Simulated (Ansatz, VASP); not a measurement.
## Two plane-wave programs on KF

```
K F
1.0
     4.30660    0.00000    0.00000
    -2.15330    3.72962    0.00000
     0.00000    0.00000    4.51381
K F
1 1
Direct
  0.66667 0.33333 0.00000
  0.00000 0.00000 0.00000
```

Alike in both runs: functional PBE; k mesh 4 × 4 × 3; occupations gaussian, width 0.15 eV; no spin polarisation.

Ansatz relaxed the structure, and its values are those at the end. VASP's run is a single point on that final structure, the one shown.

```csv
,VASP,Ansatz
version,VASP 6.6.1,Ansatz 0.2.0
potentials or method,"VASP PAW PBE potentials, release 64 (K_sv, F), cutoff 600 eV","scalar-relativistic, plane waves, PAW"
valence electrons in the cell,16,16
```

|  | VASP | Ansatz | Ansatz less VASP |
| --- | --- | --- | --- |
| gap on the k mesh at the Fermi level (eV) | 4.29 | 4.30 | +0.011 |
| least direct gap on the mesh (eV) | 4.29 | 4.30 | +0.011 |
| pressure (GPa) | 0.1 | 0.1 | +0.02 |

With one functional, cell and mesh, what is left measures potentials, basis and numerics.

The k mesh is coarse, so the values compare programs but aren't converged.
